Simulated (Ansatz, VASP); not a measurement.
**One calculation of Mg, two programs**

The input INCAR:

```
SYSTEM = Mg
  PREC = Accurate
  ENCUT = 520
  EDIFF = 1E-6
  ISMEAR = 0
  SIGMA = 0.15
  LREAL = .False.
  LASPH = .True.
  NELM = 60
  ALGO = Normal
  ISIF = 2
  LWAVE = .False.
  LCHARG = .False.
  GGA = CA
  NBANDS = 7
```

KPOINTS

```
Automatic mesh
0
Gamma
  22 22 22
  0 0 0
```

Contents of POSCAR:

```
Mg
1.0
   -1.7277342726      1.7277342726      1.8964556278
    1.7277342726     -1.7277342726      1.8964556278
    1.7277342726      1.7277342726     -1.8964556278
Mg
1
Direct
    0.0000000000      0.0000000000      0.0000000000
```

Input for Ansatz:

```yaml
crystal:
  lattice:
    - [-1.7277342726, 1.7277342726, 1.8964556278]
    - [1.7277342726, -1.7277342726, 1.8964556278]
    - [1.7277342726, 1.7277342726, -1.8964556278]
  atoms:
    - { symbol: Mg, position: [0.0, 0.0, 0.0] }
basis:
  ecutwfc: 420
kpoints:
  mp_grid: { grid: [22, 22, 22] }
hamiltonian:
  xc: lda
scf:
  occupations: { method: gaussian, width: 0.15 }
output:
  forces: true
  stress: true
  eigenvalues: true
```

Alike in both runs: task single point; functional LDA; k mesh 22 × 22 × 22; occupations gaussian, width 0.15 eV; no spin polarisation.

|  | VASP | Ansatz |
| --- | --- | --- |
| version | VASP 6.6.1 | Ansatz 0.2.0 |
| potentials or method | VASP PAW LDA potentials, release 64 (Mg), cutoff 520 eV | scalar-relativistic, plane waves, PAW |
| valence electrons in the cell | 2 | 10 |

```tsv
	VASP	Ansatz	Ansatz less VASP
gap on the k mesh at the Fermi level (eV)	none	none	-
pressure (GPa)	-1.9	-1.6	+0.32
traceless stress, the component that is largest in VASP (GPa)	0.38	0.38	-0.005
```

LDA's correlation is that of Perdew and Zunger in VASP and of Perdew and Wang (1992) in Ansatz. A gap of «none» marks a metal or a gap that the smearing closes. VASP's potentials hold 2 valence electrons a cell and Ansatz's 10, so a difference there can come from the potentials and not from the codes.
